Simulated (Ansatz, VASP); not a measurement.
## Two plane-wave programs on Cu

```
Cu
1.0
     0.00000    1.81459    1.81459
     1.81459    0.00000    1.81459
     1.81459    1.81459    0.00000
Cu
1
Direct
  0.00000 0.00000 0.00000
```

Alike in both runs: functional PBE; k mesh 19 × 19 × 19; occupations fermi-dirac, width 0.05 eV; no spin polarisation.

Ansatz relaxed the structure, and its values are those at the end. VASP's run is a single point on that final structure, the one shown.

|  | VASP | Ansatz |
| --- | --- | --- |
| version | VASP 6.6.1 | Ansatz 0.2.0 |
| potentials or method | VASP PAW PBE potentials, release 64 (Cu) | PAW with Ansatz's default frozen-core files, scalar-relativistic |
| plane-wave cutoff (eV) | 520 | 420 |
| valence electrons in the cell | 11 | 19 |

Ansatz gave:

| Property | Result |
| --- | --- |
| pressure (GPa) | 0.0 |

Task: What did VASP give for the same quantities?

Result: Pressure (GPa): 0.5.

With one functional, cell and mesh, what is left measures potentials, basis and numerics. VASP's potentials hold 11 valence electrons a cell and Ansatz's 19, so a difference there can come from the potentials and not from the codes.
